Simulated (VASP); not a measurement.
# Be (P6/mmm) in VASP: a series of runs

The runs below take Be through relaxation of cell and atoms, with PBEsol.

Program: VASP 6.6.1. These are calculated values, not measurements. Logs are shortened: lines on timing, memory, paths and dates and some standing lists are left out, and cuts for length are marked.

### Step 1. The cell of the first run

It takes space group P6/mmm (No. 191, hexagonal). The conventional cell has a = 2.084 Å, b = 2.084 Å, c = 1.959 Å, α = 90.00°, β = 90.00°, γ = 120.00°. Be (site symmetry 6/mmm) has 8 Be at 1.96 to 2.08 Å within 2.6 Å.

This isn't the form of Be at room conditions, which is hcp.

### Step 2. Relaxation of cell and atoms, PBEsol, target pressure 13 GPa, at which the enthalpy is minimised

INCAR

```
PREC = Accurate
ENCUT = 600
EDIFF = 1E-6
ISMEAR = -1
SIGMA = 0.08
LREAL = F
LASPH = T
NELM = 80
ALGO = Normal
ISIF = 3
LWAVE = F
LCHARG = F
GGA = PS
IBRION = 2
NSW = 60
EDIFFG = -0.005
PSTRESS = 130.0
```

KPOINTS

```
Automatic mesh
0
Gamma
  21 21 19
```

POSCAR

```
Be
1.0
    2.0839731038      0.0000000000      0.0000000000
   -1.0419865519      1.8047736487      0.0000000000
    0.0000000000      0.0000000000      1.9589347176
Be
1
Direct
    0.0000000000      0.0000000000      0.0000000000
```

Potentials or basis: VASP PAW PBE potentials, release 64 (Be).

Run with:

```console
$ cat potpaw_PBE.64/Be/POTCAR > POTCAR
$ mpirun -np 1 vasp_std > vasp.out
```

OUTCAR:

```text
PREC = Accurate
   ENCUT = 600
   EDIFF = 1E-6
   ISMEAR = -1
   LREAL = F
   LASPH = T
   NELM = 80
   ISIF = 3
   GGA = PS
   IBRION = 2
   NSW = 60
   EDIFFG = -0.005
   PSTRESS = 130.0

 ion  position               nearest neighbor table
   1  0.000  0.000  0.000-

  LATTYP: Found a hexagonal cell.
 ALAT       =     2.0839731038
 C/A-ratio  =     0.9400000000

  Lattice vectors:

 A1 = (   2.0839731038,   0.0000000000,   0.0000000000)
 A2 = (  -1.0419865519,   1.8047736487,   0.0000000000)
 A3 = (   0.0000000000,   0.0000000000,   1.9589347176)

Analysis of symmetry for initial positions (statically):
=====================================================================
 Subroutine PRICEL returns:
 Original cell was already a primitive cell.

 Routine SETGRP: Setting up the symmetry group for a
 hexagonal supercell.

 Subroutine GETGRP returns: Found 24 space group operations
 (whereof 24 operations were pure point group operations)
 out of a pool of 24 trial point group operations.

The static configuration has the point symmetry D_6h.

Analysis of symmetry for dynamics (positions and initial velocities):
=====================================================================
 Subroutine PRICEL returns:
 Original cell was already a primitive cell.

 Routine SETGRP: Setting up the symmetry group for a
 hexagonal supercell.

 Subroutine GETGRP returns: Found 24 space group operations
 (whereof 24 operations were pure point group operations)
 out of a pool of 24 trial point group operations.

The dynamic configuration has the point symmetry D_6h.

 Subroutine INISYM returns: Found 24 space group operations
 (whereof 24 operations are pure point group operations),
 and found     1 'primitive' translations

----------------------------------------------------------------------------------------

                                     Primitive cell

  volume of cell :       7.3677

  direct lattice vectors                    reciprocal lattice vectors
     2.083973104  0.000000000  0.000000000     0.479852642  0.277043052  0.000000000
    -1.041986552  1.804773649  0.000000000     0.000000000  0.554086104  0.000000000
     0.000000000  0.000000000  1.958934718     0.000000000  0.000000000  0.510481534

  length of vectors
     2.083973104  2.083973104  1.958934718     0.554086104  0.554086104  0.510481534

[... 86 lines left out ...]
   POTIM  = 0.5000    time-step for ionic-motion
   TEBEG  =    0.0;   TEEND  =   0.0 temperature during run
   PSTRESS=  130.0 pullay stress
   NELECT =       2.0000    total number of electrons
   NUPDOWN=      -1.0000    fix difference up-down
   EMIN   =  10.00;   EMAX   =-10.00  energy-range for DOS
   EFERMI =   0.00;   METHOD = LEGACY
   ISMEAR =    -1;   SIGMA  =   0.08  broadening in eV -4-tet -1-fermi 0-gaus
   EFERMI_NEDOS =   21; number of points for ismear=-14 and -15
   IALGO  =     38    algorithm
   IMIX   =      4    mixing-type and parameters
     AMIX     =   0.40;   BMIX     =  1.00
     AMIX_MAG =   1.60;   BMIX_MAG =  1.00
  volume/ion in A,a.u.               =       7.37        49.72
  Fermi-wavevector in a.u.,A,eV,Ry     =   1.060002  2.003113 15.287555  1.123604
  Thomas-Fermi vector in A             =   2.195367
   LORBIT       =      0    0 simple, 1 ext, 2 COOP (PROOUT), +10 PAW based schemes
   GGA     = PS    functional components
   LHFCALC =     F    Hartree Fock is set to
   AEXX    =    0.0000 exact exchange contribution
   IVDW    =     0    specifies the selected vdW correction
   LEPSILON=     F    determine dielectric tensor
   LRPA    =     F    only Hartree local field effects (RPA)
 conjugate gradient relaxation of ions
 non-spin polarized calculation
  energy-cutoff  :      600.00
  volume of cell :        7.37
 maximum number of plane-waves:       258
 NGX is ok and might be reduce to    18

--------------------------------------- Ionic step        1  -------------------------------------------

 number of electron       2.0000000 magnetization

 Free energy of the ion-electron system (eV)
  ---------------------------------------------------
  ext. energy  EPLUGINS =         0.00000000
  ---------------------------------------------------
  free energy    TOTEN  =        -3.18611166 eV

  energy without entropy =       -3.17988839  energy(sigma->0) =       -3.18300002

------------------------ aborting loop because EDIFF is reached ----------------------------------------

  FORCE on cell =-STRESS in cart. coord.  units (eV):
  Direction    XX          YY          ZZ          XY          YZ          ZX
  --------------------------------------------------------------------------------------
  -------------------------------------------------------------------------------------
  Total        0.3930043      0.3930043      2.9001917      0.0000000     -0.0000000      0.0000000
  in kB       85.4620101     85.4620101    630.6704339      0.0000000     -0.0000000      0.0000000
  external PRESSURE =     137.1981514 kB  Pullay stress =     130.0000000 kB
[... 283 lines left out ...]
--------------------------------------- Ionic step        9  -------------------------------------------

 number of electron       2.0000000 magnetization

 Free energy of the ion-electron system (eV)
  ---------------------------------------------------
  ext. energy  EPLUGINS =         0.00000000
  ---------------------------------------------------
  free energy    TOTEN  =        -3.42903489 eV

  energy without entropy =       -3.42515934  energy(sigma->0) =       -3.42709712

 E-fermi :   6.0092     XC(G=0): -10.3696

 val. band max:        5.9871656015   @ k =   0.3333   0.3333   0.0526
 cond. band min:       6.0227959401   @ k =   0.0952   0.0952   0.3684
 fundamental gap:      0.0356303387
 Fermi energy:         6.0092334134

 k-point     1 :       0.0000    0.0000    0.0000
  band No.  band energies     occupation
      1      -4.4462      2.00000
      2      16.7641      0.00000
      3      24.0423      0.00000
      4      27.7202      0.00000
      5      27.7202      0.00000
[... 177 lines left out ...]
 k-point    24 :       0.1905    0.0952    0.0000
  band No.  band energies     occupation
      1      -2.3001      2.00000
      2      17.4715      0.00000
      3      19.3260      0.00000
      4      20.4879      0.00000
      5      28.6746      0.00000

 [... further k-points ...]

------------------------ aborting loop because EDIFF is reached ----------------------------------------

  FORCE on cell =-STRESS in cart. coord.  units (eV):
  Direction    XX          YY          ZZ          XY          YZ          ZX
  --------------------------------------------------------------------------------------
  -------------------------------------------------------------------------------------
  Total        0.6810625      0.6810625      0.6808178      0.0000000     -0.0000000      0.0000000
  in kB      130.0899321    130.0899321    130.0431898      0.0000000     -0.0000000      0.0000000
  external PRESSURE =       0.0743513 kB  Pullay stress =     130.0000000 kB
[... 20 lines left out ...]
  energy  without entropy=       -3.4251593449  energy(sigma->0) =       -3.42709712

  enthalpy is  TOTEN    =        -2.7484431817 eV   P V=        0.6805917080

 reached required accuracy - stopping structural energy minimisation
```

OSZICAR:

```text
N       E                     dE             d eps       ncg     rms          rms(c)
DAV:   1    -0.101691662099E+01   -0.10169E+01   -0.12069E+03  5015   0.370E+02
DAV:   2    -0.319973621605E+01   -0.21828E+01   -0.20491E+01  6580   0.441E+01
DAV:   3    -0.320877558214E+01   -0.90394E-02   -0.89964E-02  5815   0.238E+00
DAV:   4    -0.320877999711E+01   -0.44150E-05   -0.44150E-05  6875   0.503E-02
[... 49 lines left out ...]
   8 F= -.27484379E+01 E0= -.27465142E+01  d E =-.614940E-04
       N       E                     dE             d eps       ncg     rms          rms(c)
DAV:   1    -0.342903710961E+01   -0.53594E-03   -0.14351E-04  5820   0.628E-02    0.752E-03
DAV:   2    -0.342903560779E+01    0.15018E-05   -0.15876E-06  5265   0.896E-03    0.419E-03
DAV:   3    -0.342903488969E+01    0.71810E-06   -0.13118E-06  3040   0.474E-03
   9 F= -.27484432E+01 E0= -.27465054E+01  d E =-.667860E-04
```

Wall time 29 s (1 thread of AMD EPYC 9R45 (Zen 5), shared host); peak memory 0.1 GiB.

What came out:

```
Free energy                                                : -3.4290 eV
Relaxed volume                                             : 8.39 Å³/atom
Relaxed cell                                               : a = 2.074 Å, b = 2.074 Å, c = 2.252 Å, α = 90.00°, β = 90.00°, γ = 120.00°
Space group after relaxing (to 0.1 Å)                      : P6/mmm (No. 191)
Energy change on relaxing (the run minimises the enthalpy) : -242.9 meV/atom
Ionic steps                                                : 9
Pressure after relaxing                                    : 13.0 GPa
Band gap on the k mesh                                     : zero (bands 1 and 2 overlap by 7.05 eV)
```

The path:
```
step  energy change (eV)  largest force (eV/Å)  pressure (GPa)  volume (Å³)
   1              0.0000                0.0000           26.72         7.37
   2             -0.2046                0.0000           17.56         8.03
   3             -0.2302                0.0000           15.91         8.26
   4             -0.2275                0.0000           16.11         8.22
   5             -0.2262                0.0000           16.21         8.21
   6             -0.2452                0.0000           12.21         8.42
   7             -0.2410                0.0000           13.18         8.36
   8             -0.2424                0.0000           13.06         8.38
   9             -0.2429                0.0000           13.01         8.39
```

Final structure:
```
Be
1.0
     2.07404    0.00000    0.00000
    -1.03702    1.79618    0.00000
     0.00000    0.00000    2.25158
Be
1
Cartesian
  0.0000 0.0000 0.0000
```

Caveat: the cell is relaxed towards a set pressure, so the run minimises the enthalpy, not the energy; the PAW data sets were made with another functional, which shifts forces and pressure a little.

### Step 3. Relaxation of cell and atoms, PBEsol, target pressure 13 GPa, at which the enthalpy is minimised

This run uses another cell than the first one: it holds 3 atoms, not 1.

INCAR

```
ALGO = Normal ; EDIFF = 1E-7
EDIFFG = -0.005 ; ENCUT = 600
GGA = PS ; IBRION = 2
ISIF = 3 ; ISMEAR = -1
LASPH = T ; LCHARG = F
LREAL = F ; LWAVE = F
NELM = 60 ; NSW = 60
PREC = Accurate ; PSTRESS = 130.0
SIGMA = 0.08
```

KPOINTS

```
k-points
0
Gamma
  11 11 15
```

POSCAR

```
Be
1.0
    3.4153980146      0.0000000000      0.0000000000
   -1.7076990073      2.9578214446      0.0000000000
    0.0000000000      0.0000000000      2.1175467690
Be
3
Direct
    0.0000000000      0.0000000000      0.0000000000
    0.3333333333      0.6666666667      0.5000000000
    0.6666666667      0.3333333333      0.5000000000
```

Potentials or basis: VASP PAW PBE potentials, release 64 (Be).

Run with:

```console
$ cat potpaw_PBE.64/Be/POTCAR > POTCAR
$ mpirun -np 1 vasp_std > vasp.out
```

Wall time 37 s (1 thread of AMD EPYC 9R45 (Zen 5), shared host); peak memory 0.12 GiB.

Results (log left out):

| Quantity | Value |
| --- | --- |
| Free energy | -11.3479 eV |
| Relaxed volume | 7.27 Å³/atom |
| Relaxed cell | a = 3.461 Å, b = 3.461 Å, c = 2.102 Å, α = 90.00°, β = 90.00°, γ = 120.00° |
| Space group after relaxing (to 0.1 Å) | P6/mmm (No. 191) |
| Energy change on relaxing (the run minimises the enthalpy) | -15.6 meV/atom |
| Ionic steps | 8 |
| Pressure after relaxing | 13.0 GPa |
| Band gap on the k mesh | zero (bands 3 and 4 overlap by 5.18 eV) |

The path:
| step | energy change (eV) | largest force (eV/Å) | pressure (GPa) | volume (Å³) |
| --- | --- | --- | --- | --- |
| 1 | 0.0000 | 0.0000 | 16.78 | 21.39 |
| 2 | -0.0553 | 0.0000 | 12.27 | 21.91 |
| 3 | -0.0521 | 0.0000 | 12.60 | 21.87 |
| 4 | -0.0529 | 0.0000 | 12.52 | 21.88 |
| 5 | -0.0486 | 0.0000 | 12.85 | 21.83 |
| 6 | -0.0477 | 0.0000 | 12.92 | 21.82 |
| 7 | -0.0476 | 0.0000 | 12.93 | 21.82 |
| 8 | -0.0468 | 0.0000 | 13.01 | 21.81 |

Final structure:
```xyz
3
Lattice="3.4609 0.0000 0.0000 -1.7305 2.9972 0.0000 0.0000 0.0000 2.1022" Properties=species:S:1:pos:R:3 pbc="T T T"
Be    0.0000    0.0000    0.0000
Be    0.0000    1.9982    1.0511
Be    1.7305    0.9991    1.0511
```

Levels at points of the mesh, in eV from the Fermi level:
```csv
k point,band 1,band 2,band 3,band 4,band 5,band 6,band 7
"(0.00, 0.00, 0.00)",-12.58,-1.57,-1.57,-1.34,-1.34,6.02,6.30
```

Caveat: the cell is relaxed towards a set pressure, so the run minimises the enthalpy, not the energy; the PAW data sets were made with another functional, which shifts forces and pressure a little.

### Step 4. Relaxation of cell and atoms, PBEsol, target pressure 13 GPa, at which the enthalpy is minimised

This run uses another cell than the first one, of 8.37 Å³/atom.

INCAR

```
PREC     = Accurate       # precision mode
ENCUT    = 600            # plane-wave cutoff, eV
EDIFF    = 1E-7           # SCF threshold, eV
ISMEAR   = -1             # smearing method
SIGMA    = 0.08           # smearing width, eV
LREAL    = F              # projectors in reciprocal space
LASPH    = T              # aspherical terms in the spheres
NELM     = 60             # most SCF steps
ALGO     = Normal         # electronic algorithm
ISIF     = 3              # what is computed and relaxed
LWAVE    = F              # write WAVECAR
LCHARG   = F              # write CHGCAR
GGA      = PS             # functional
IBRION   = 2              # ionic algorithm
NSW      = 32             # ionic steps
EDIFFG   = -0.005         # ionic threshold
PSTRESS  = 130.0
```

KPOINTS

```
Automatic mesh
0
Gamma
  21 21 19
```

POSCAR

```
Be
1.0
    2.0721683469      0.0000000000      0.0000000000
   -1.0360841734      1.7945504293      0.0000000000
    0.0000000000      0.0000000000      2.2506327381
Be
1
Direct
    0.0000000000      0.0000000000      0.0000000000
```

Run with:

```console
$ cat potpaw_PBE.64/Be/POTCAR > POTCAR
$ mpirun -np 1 vasp_std > vasp.out
```

Wall time 16 s (1 thread of AMD EPYC 9R45 (Zen 5), shared host); peak memory 0.1 GiB.

It converged, with:

```
Free energy                                                : -3.4289 eV
Relaxed volume                                             : 8.39 Å³/atom
Relaxed cell                                               : a = 2.074 Å, b = 2.074 Å, c = 2.251 Å, α = 90.00°, β = 90.00°, γ = 120.00°
Space group after relaxing (to 0.1 Å)                      : P6/mmm (No. 191)
Energy change on relaxing (the run minimises the enthalpy) : -1.3 meV/atom
Ionic steps                                                : 3
Pressure after relaxing                                    : 13.0 GPa
Band gap on the k mesh                                     : zero (bands 1 and 2 overlap by 7.05 eV)
```

Stress tensor (GPa, compression positive):
```
13.00  0.00  0.00
 0.00 13.00  0.00
 0.00  0.00 13.09
```

Step by step:
| step | energy change (eV) | largest force (eV/Å) | pressure (GPa) | volume (Å³) |
| --- | --- | --- | --- | --- |
| 1 | 0.0000 | 0.0000 | 13.34 | 8.37 |
| 2 | -0.0018 | 0.0000 | 12.93 | 8.39 |
| 3 | -0.0013 | 0.0000 | 13.03 | 8.39 |

Final structure:
```
Be
1.0
     2.07404    0.00000    0.00000
    -1.03702    1.79617    0.00000
     0.00000    0.00000    2.25095
Be
1
Direct
  0.00000 0.00000 0.00000
```

Levels at points of the mesh, in eV from the Fermi level:
```csv
k point,band 1,band 2,band 3,band 4
"(0.00, 0.00, 0.00)",-10.46,10.76,18.04,21.71
```

Caveat: the cell is relaxed towards a set pressure, so the run minimises the enthalpy, not the energy; the PAW data sets were made with another functional, which shifts forces and pressure a little.

### Step 5. Relaxation of cell and atoms, PBEsol, target pressure 13 GPa, at which the enthalpy is minimised

This run uses another cell than the first one: it holds 3 atoms, not 1.

INCAR

```
ALGO     = Normal         # electronic algorithm
EDIFF    = 1E-6           # SCF threshold, eV
EDIFFG   = -0.005         # ionic threshold
ENCUT    = 600            # plane-wave cutoff, eV
GGA      = PS             # functional
IBRION   = 2              # ionic algorithm
ISIF     = 3              # what is computed and relaxed
ISMEAR   = -1             # smearing method
LASPH    = True           # aspherical terms in the spheres
LCHARG   = False          # write CHGCAR
LREAL    = False          # projectors in reciprocal space
LWAVE    = False          # write WAVECAR
NELM     = 100            # most SCF steps
NSW      = 32             # ionic steps
PREC     = Accurate       # precision mode
PSTRESS  = 130.0        
SIGMA    = 0.08           # smearing width, eV
```

KPOINTS

```
k-points
0
Gamma
  11 11 15
```

POSCAR

```
Be
1.0
    3.4577413166      0.0000000000      0.0000000000
   -1.7288706583      2.9944918198      0.0000000000
    0.0000000000      0.0000000000      2.1002560674
Be
3
Direct
    0.0000000000      0.0000000000      0.0000000000
    0.3333333333      0.6666666667      0.5000000000
    0.6666666667      0.3333333333      0.5000000000
```

Run with:

```console
$ cat potpaw_PBE.64/Be/POTCAR > POTCAR
$ mpirun -np 1 vasp_std > vasp.out
```

Run time: 13 s. Hardware: 1 thread of AMD EPYC 9R45 (Zen 5), shared host; peak memory 0.12 GiB.

Results (log left out):

```yaml
Free_energy: -11.3482 eV
Relaxed_volume: 7.27 Å³/atom
Relaxed_cell: a = 3.461 Å, b = 3.461 Å, c = 2.102 Å, α = 90.00°, β = 90.00°, γ = 120.00°
Space_group_after_relaxing_to_0.1_Å: P6/mmm (No. 191)
Energy_change_on_relaxing_the_run_minimises_the_enthalpy: -1.7 meV/atom
Ionic_steps: 2
Pressure_after_relaxing: 13.0 GPa
Band_gap_on_the_k_mesh: zero (bands 3 and 4 overlap by 5.18 eV)
```

Stress tensor (GPa, compression positive):
```
12.95  0.00  0.00
 0.00 12.95  0.00
 0.00  0.00 13.05
```

The path:
```tsv
step	energy change (eV)	largest force (eV/Å)	pressure (GPa)	volume (Å³)
1	0.0000	0.0000	13.44	21.75
2	-0.0052	0.0000	12.98	21.81
```

Final structure:
```yaml
crystal:
  lattice:
    - [3.46139, 0.00000, 0.00000]
    - [-1.73070, 2.99765, 0.00000]
    - [0.00000, 0.00000, 2.10188]
  atoms:
    - { symbol: Be, position: [0.00000, 0.00000, 0.00000] }
    - { symbol: Be, position: [0.33333, 0.66667, 0.50000] }
    - { symbol: Be, position: [0.66667, 0.33333, 0.50000] }
```

Levels at points of the mesh, in eV from the Fermi level:
| k point | band 1 | band 2 | band 3 | band 4 | band 5 | band 6 | band 7 |
| --- | --- | --- | --- | --- | --- | --- | --- |
| (0.00, 0.00, 0.00) | -12.58 | -1.58 | -1.58 | -1.35 | -1.35 | 6.01 | 6.30 |

Caveat: the cell is relaxed towards a set pressure, so the run minimises the enthalpy, not the energy; the PAW data sets were made with another functional, which shifts forces and pressure a little.

### Step 6. Summary

| cell | k mesh | gap on the mesh (eV) | pressure (GPa) |
| --- | --- | --- | --- |
| relaxed to 13 GPa from a = 2.084, b = 2.084, c = 1.959 Å, angles 90.0, 90.0, 120.0°, 1 atom, atomic positions A | 21 × 21 × 19 | none | 13.0 |
| relaxed to 13 GPa from a = 3.415, b = 3.415, c = 2.118 Å, angles 90.0, 90.0, 120.0°, 3 atoms, atomic positions B | 11 × 11 × 15 | none | 13.0 |
| relaxed to 13 GPa from a = 2.072, b = 2.072, c = 2.251 Å, angles 90.0, 90.0, 120.0°, 1 atom, atomic positions A | 21 × 21 × 19 | none | 13.0 |
| relaxed to 13 GPa from a = 3.458, b = 3.458, c = 2.100 Å, angles 90.0, 90.0, 120.0°, 3 atoms, atomic positions B | 11 × 11 × 15 | none | 13.0 |

Alike in all rows: task relaxation of cell and atoms; level PBEsol; potentials or basis VASP PAW PBE potentials, release 64 (Be); no spin polarisation; cutoff (eV) 600; smearing fermi-dirac 0.08 eV.

Caveats: the cell is relaxed towards a set pressure, so the run minimises the enthalpy, not the energy; the PAW data sets were made with another functional, which shifts forces and pressure a little.

Absolute energies hang on the potentials; compare differences alone.

The gap in the log of VASP goes by the Fermi energy; the results here count the filled bands.